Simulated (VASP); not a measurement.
# TaSi (rocksalt type) (Fm-3m) in VASP: notebook

TaSi (rocksalt type) is run at these levels: PBE; tasks: single point.

Program: VASP 6.6.1. These are calculated values, not measurements. Logs are shortened: lines on timing, memory, paths and dates and some standing lists are left out, and cuts for length are marked.

## 1. The cell of the first run

It takes space group Fm-3m (No. 225, cubic). Conventional cell: a = 5.160 Å, b = 5.160 Å, c = 5.160 Å, α = 90.00°, β = 90.00°, γ = 90.00°. Ta (site symmetry m-3m) has 6 Si at 2.58 Å within 3.4 Å. Within 3.4 Å of Si (site symmetry m-3m) lie 6 Ta at 2.58 Å.

## 2. Single point, PBE

File INCAR:

```
PREC = Accurate ; ENCUT = 520
EDIFF = 1E-6 ; ISMEAR = -1
SIGMA = 0.05 ; LREAL = False
LASPH = True ; NELM = 60
ALGO = Normal ; ISIF = 2
LWAVE = False ; LCHARG = True
GGA = PE ; LELF = True
LVHAR = True ; NBANDS = 14
```

File KPOINTS:

```
regular mesh
0
Gamma
  13 13 13
```

File POSCAR:

```
TaSi
1.0
    0.0000000000      2.5799627179      2.5799627179
    2.5799627179      0.0000000000      2.5799627179
    2.5799627179      2.5799627179      0.0000000000
Ta Si
1 1
Direct
    0.0000000000      0.0000000000      0.0000000000
    0.5000000000      0.5000000000      0.5000000000
```

Potentials or basis: VASP PAW PBE potentials, release 64 (Ta_pv, Si).

Started as:

```console
$ cat potpaw_PBE.64/Ta_pv/POTCAR potpaw_PBE.64/Si/POTCAR > POTCAR
$ mpirun -np 1 vasp_std > vasp.out
```

OUTCAR:

```text
PREC = Accurate
   ENCUT = 520
   EDIFF = 1E-6
   ISMEAR = -1
   LREAL = False
   LASPH = True
   NELM = 60
   ISIF = 2
   GGA = PE

 ion  position               nearest neighbor table
   1  0.000  0.000  0.000-   2 2.58   2 2.58   2 2.58   2 2.58   2 2.58   2 2.58
   2  0.500  0.500  0.500-   1 2.58   1 2.58   1 2.58   1 2.58   1 2.58   1 2.58

  LATTYP: Found a face centered cubic cell.
 ALAT       =     5.1599254358

  Lattice vectors:

 A1 = (   0.0000000000,   2.5799627179,   2.5799627179)
 A2 = (   2.5799627179,   0.0000000000,   2.5799627179)
 A3 = (   2.5799627179,   2.5799627179,   0.0000000000)

Analysis of symmetry for initial positions (statically):
=====================================================================
 Subroutine PRICEL returns:
 Original cell was already a primitive cell.

 Routine SETGRP: Setting up the symmetry group for a
 face centered cubic supercell.

 Subroutine GETGRP returns: Found 48 space group operations
 (whereof 48 operations were pure point group operations)
 out of a pool of 48 trial point group operations.

The static configuration has the point symmetry O_h .

Analysis of symmetry for dynamics (positions and initial velocities):
=====================================================================
 Subroutine PRICEL returns:
 Original cell was already a primitive cell.

 Routine SETGRP: Setting up the symmetry group for a
 face centered cubic supercell.

 Subroutine GETGRP returns: Found 48 space group operations
 (whereof 48 operations were pure point group operations)
 out of a pool of 48 trial point group operations.

The dynamic configuration has the point symmetry O_h .

 Subroutine INISYM returns: Found 48 space group operations
 (whereof 48 operations are pure point group operations),
 and found     1 'primitive' translations

----------------------------------------------------------------------------------------

                                     Primitive cell

  volume of cell :      34.3455

  direct lattice vectors                    reciprocal lattice vectors
     0.000000000  2.579962718  2.579962718    -0.193801250  0.193801250  0.193801250
     2.579962718  0.000000000  2.579962718     0.193801250 -0.193801250  0.193801250
     2.579962718  2.579962718  0.000000000     0.193801250  0.193801250 -0.193801250

  length of vectors
     3.648618266  3.648618266  3.648618266     0.335673612  0.335673612  0.335673612

  position of ions in fractional coordinates (direct lattice)
     0.000000000  0.000000000  0.000000000
     0.500000000  0.500000000  0.500000000

  ion indices of the primitive-cell ions
   primitive index   ion index
                 1           1
                 2           2

----------------------------------------------------------------------------------------

 KPOINTS: regular mesh

Automatic generation of k-mesh.
 Grid dimensions read from file:
 generate k-points for:   13   13   13

 Generating k-lattice:

  Cartesian coordinates                     Fractional coordinates (reciprocal lattice)
    -0.014907788  0.014907788  0.014907788     0.076923077  0.000000000  0.000000000
     0.014907788 -0.014907788  0.014907788     0.000000000  0.076923077  0.000000000
     0.014907788  0.014907788 -0.014907788     0.000000000  0.000000000  0.076923077

  Length of vectors
     0.025821047  0.025821047  0.025821047

  Shift w.r.t. Gamma in fractional coordinates (k-lattice)
     0.000000000  0.000000000  0.000000000

 Subroutine IBZKPT returns following result:
 ===========================================

 Found     84 irreducible k-points:

 Following reciprocal coordinates:
            Coordinates               Weight
  0.000000  0.000000  0.000000      1.000000
  0.076923  0.000000  0.000000      8.000000
  0.153846  0.000000  0.000000      8.000000
  0.230769  0.000000  0.000000      8.000000
  0.307692  0.000000  0.000000      8.000000
  0.384615  0.000000  0.000000      8.000000
[... 16 lines left out ...]
  0.384615  0.153846  0.000000     24.000000
  0.461538  0.153846  0.000000     24.000000
 [... further k-points ...]
   k-points           NKPTS =     84   k-points in BZ     NKDIM =     84   number of bands    NBANDS=     14
   number of dos      NEDOS =    301   number of ions     NIONS =      2
   total plane-waves  NPLWV =  21952
   dimension x,y,z NGX =    28 NGY =   28 NGZ =   28
   dimension x,y,z NGXF=    56 NGYF=   56 NGZF=   56
   ions per type =               1   1
   NGX,Y,Z   is equivalent  to a cutoff of  12.76, 12.76, 12.76 a.u.
   NGXF,Y,Z  is equivalent  to a cutoff of  25.52, 25.52, 25.52 a.u.
 SYSTEM =  unknown system
   PREC   = accura    normal or accurate (medium, high low for compatibility)
   ISTART =      0    job   : 0-new  1-cont  2-samecut
   ICHARG =      2    charge: 1-file 2-atom 10-const
   ISPIN  =      1    spin polarized calculation?
   LNONCOLLINEAR =      F non collinear calculations
   LSORBIT =      F    spin-orbit coupling
   LASPH  =      T    aspherical Exc in radial PAW
   ENCUT  =  520.0 eV  38.22 Ry    6.18 a.u.   6.78  6.78  6.78*2*pi/ulx,y,z
   NELM   =     60;   NELMIN=  2; NELMDL= -5     # of ELM steps
   EDIFF  = 0.1E-05   stopping-criterion for ELM
   LREAL  =      F    real-space projection
   EDIFFG = 0.1E-04   stopping-criterion for IOM
   NSW    =      0    number of steps for IOM
   IBRION =     -1    ionic relax: 0-MD 1-quasi-New 2-CG
   NFREE  =      0    steps in history (QN), initial steepest desc. (CG)
   ISIF   =      2    stress and relaxation
   ISYM   =      2    0-nonsym 1-usesym 2-fastsym
   POTIM  = 0.5000    time-step for ionic-motion
   TEBEG  =    0.0;   TEEND  =   0.0 temperature during run
   PSTRESS=    0.0 pullay stress
   NELECT =      15.0000    total number of electrons
   NUPDOWN=      -1.0000    fix difference up-down
   EMIN   =  10.00;   EMAX   =-10.00  energy-range for DOS
   EFERMI =   0.00;   METHOD = LEGACY
   ISMEAR =    -1;   SIGMA  =   0.05  broadening in eV -4-tet -1-fermi 0-gaus
   EFERMI_NEDOS =   21; number of points for ismear=-14 and -15
   IALGO  =     38    algorithm
   IMIX   =      4    mixing-type and parameters
     AMIX     =   0.40;   BMIX     =  1.00
     AMIX_MAG =   1.60;   BMIX_MAG =  1.00
  volume/ion in A,a.u.               =      17.17       115.89
  Fermi-wavevector in a.u.,A,eV,Ry     =   1.242077  2.347185 20.990457  1.542755
  Thomas-Fermi vector in A             =   2.376447
   LORBIT       =      0    0 simple, 1 ext, 2 COOP (PROOUT), +10 PAW based schemes
   GGA     = PE    functional components
   LHFCALC =     F    Hartree Fock is set to
   AEXX    =    0.0000 exact exchange contribution
   IVDW    =     0    specifies the selected vdW correction
   LEPSILON=     F    determine dielectric tensor
   LRPA    =     F    only Hartree local field effects (RPA)
 non-spin polarized calculation
  energy-cutoff  :      520.00
  volume of cell :       34.35
 maximum number of plane-waves:       941
   NGX = 13   NGY = 13   NGZ = 13

 number of electron      15.0000002 magnetization

 Free energy of the ion-electron system (eV)
  ---------------------------------------------------
  ext. energy  EPLUGINS =         0.00000000
  ---------------------------------------------------
  free energy    TOTEN  =       -17.33145393 eV

  energy without entropy =      -17.31875920  energy(sigma->0) =      -17.32510657

 E-fermi :   7.2639     XC(G=0): -11.6237

 val. band max:        7.2634838450   @ k =   0.3846   0.1538   0.0769
 cond. band min:       7.2759366773   @ k =  -0.3846   0.3077   0.0000
 fundamental gap:      0.0124528323
 Fermi energy:         7.2639489855

 k-point     1 :       0.0000    0.0000    0.0000
  band No.  band energies     occupation
      1     -27.6679      2.00000
      2     -27.6679      2.00000
      3     -27.6679      2.00000
      4      -4.1614      2.00000
      5       6.0808      2.00000
      6       6.0808      2.00000
      7       6.0808      2.00000
      8       6.7233      1.99996
      9       6.7233      1.99996
     10       9.5908      0.00000
     11       9.5908      0.00000
     12       9.5908      0.00000
     13      15.5805      0.00000
     14      15.9278      0.00000

 k-point     2 :       0.0769    0.0000    0.0000
  band No.  band energies     occupation
      1     -27.6767      2.00000
      2     -27.6691      2.00000
      3     -27.6691      2.00000
      4      -4.0415      2.00000
      5       5.8320      2.00000
      6       6.0691      2.00000
      7       6.0691      2.00000
      8       6.5240      2.00000
      9       6.5240      2.00000
     10       9.4510      0.00000
     11      10.0454      0.00000
     12      10.0454      0.00000
     13      15.8234      0.00000
     14      16.3205      0.00000

 k-point     3 :       0.1538    0.0000    0.0000
  band No.  band energies     occupation
      1     -27.7010      2.00000
      2     -27.6724      2.00000
      3     -27.6724      2.00000
      4      -3.6879      2.00000
      5       5.1523      2.00000
      6       5.6338      2.00000
      7       5.6338      2.00000
      8       6.6458      1.99999
      9       6.6458      1.99999
     10       9.1823      0.00000
     11      11.0734      0.00000
     12      11.0734      0.00000
     13      16.2608      0.00000
     14      17.1677      0.00000
[... 324 lines left out ...]
 k-point    23 :       0.3846    0.1538    0.0000
  band No.  band energies     occupation
      1     -27.7784      2.00000
      2     -27.6967      2.00000
      3     -27.6949      2.00000
      4      -1.8476      2.00000
      5       2.6545      2.00000
      6       4.1193      2.00000
      7       4.8669      2.00000
      8       7.1687      1.74092
      9       8.4907      0.00000
     10       9.6427      0.00000
     11      12.0226      0.00000
     12      13.5166      0.00000
     13      14.6048      0.00000
     14      16.3748      0.00000

 k-point    24 :       0.4615    0.1538    0.0000
  band No.  band energies     occupation
      1     -27.7988      2.00000
      2     -27.7038      2.00000
      3     -27.6962      2.00000
      4      -1.0439      2.00000
      5       1.7847      2.00000
      6       3.9030      2.00000
      7       4.5050      2.00000
      8       7.7525      0.00011
      9       8.9872      0.00000
     10       9.5315      0.00000
     11      12.4168      0.00000
     12      12.7112      0.00000
     13      14.4105      0.00000
     14      16.8182      0.00000

 [... further k-points ...]
[... 5 lines left out ...]
  --------------------------------------------------------------------------------------
  -------------------------------------------------------------------------------------
  Total       -0.1814040     -0.1814040     -0.1814040     -0.0000000     -0.0000000      0.0000000
  in kB       -8.4622733     -8.4622733     -8.4622733     -0.0000000     -0.0000000      0.0000000
  external PRESSURE =      -8.4622733 kB  Pullay stress =       0.0000000 kB

 VOLUME and BASIS-vectors are now :
 -----------------------------------------------------------------------------
  energy-cutoff  :      520.00
  volume of cell :       34.35
      direct lattice vectors                 reciprocal lattice vectors
     0.000000000  2.579962718  2.579962718    -0.193801250  0.193801250  0.193801250
     2.579962718  0.000000000  2.579962718     0.193801250 -0.193801250  0.193801250
     2.579962718  2.579962718  0.000000000     0.193801250  0.193801250 -0.193801250

 POSITION                                       TOTAL-FORCE (eV/Angst)
 -----------------------------------------------------------------------------------
      0.00000      0.00000      0.00000         0.000000      0.000000      0.000000
      2.57996      2.57996      2.57996        -0.000000     -0.000000     -0.000000
 -----------------------------------------------------------------------------------
    total drift:                               -0.000000      0.000000      0.000000

  FREE ENERGIE OF THE ION-ELECTRON SYSTEM (eV)
  ---------------------------------------------------
  free  energy   TOTEN  =       -17.3314539339 eV

  energy  without entropy=      -17.3187592011  energy(sigma->0) =      -17.32510657
```

Wall time 20 s (1 thread of Intel Xeon Platinum 8559C (Emerald Rapids), shared host); peak memory 0.18 GiB.

Results:

```
Free energy : -17.3315 eV
Pressure    : -0.8 GPa
```

Levels at points of the mesh, in eV from the Fermi level:
| k point | band 6 | band 7 | band 8 | band 9 | band 10 | band 11 |
| --- | --- | --- | --- | --- | --- | --- |
| (0.00, 0.00, 0.00) | -1.18 | -1.18 | -0.54 | -0.54 | 2.33 | 2.33 |

Caveat: spin-orbit coupling is left out, which moves the levels of the heavy elements.

## 3. Single point, PBE

File INCAR:

```
SYSTEM = TaSi
  ALGO = Normal
  EDIFF = 1E-7
  ENCUT = 520
  GGA = PE
  ISIF = 2
  ISMEAR = -1
  LASPH = .TRUE.
  LCHARG = .FALSE.
  LREAL = .FALSE.
  LWAVE = .FALSE.
  NBANDS = 14
  NELM = 60
  PREC = Accurate
  SIGMA = 0.05
```

File KPOINTS:

```
k-points
0
G
  13 13 13
  0 0 0
```

File POSCAR:

```
TaSi
1.0
    0.0000000000      2.5795102182      2.5795102182
    2.5795102182      0.0000000000      2.5795102182
    2.5795102182      2.5795102182      0.0000000000
Ta Si
1 1
Direct
    0.0000000000      0.0000000000      0.0000000000
    0.5000000000      0.5000000000      0.5000000000
```

Potentials or basis: VASP PAW PBE potentials, release 64 (Ta_pv, Si).

Started as:

```console
$ cat potpaw_PBE.64/Ta_pv/POTCAR potpaw_PBE.64/Si/POTCAR > POTCAR
$ mpirun -np 1 vasp_std > vasp.out
```

Wall time 21 s (1 thread of Intel Xeon Platinum 8559C (Emerald Rapids), shared host); peak memory 0.18 GiB.

The run converged. Its results:

- Free energy: -17.3315 eV
- Pressure: -0.8 GPa

Levels at points of the mesh, in eV from the Fermi level:
| k point | band 5 | band 6 | band 7 | band 8 | band 9 | band 10 | band 11 | band 12 |
| --- | --- | --- | --- | --- | --- | --- | --- | --- |
| (0.00, 0.00, 0.00) | -1.18 | -1.18 | -1.18 | -0.54 | -0.54 | 2.33 | 2.33 | 2.33 |

Caveat: spin-orbit coupling is left out, which moves the levels of the heavy elements.
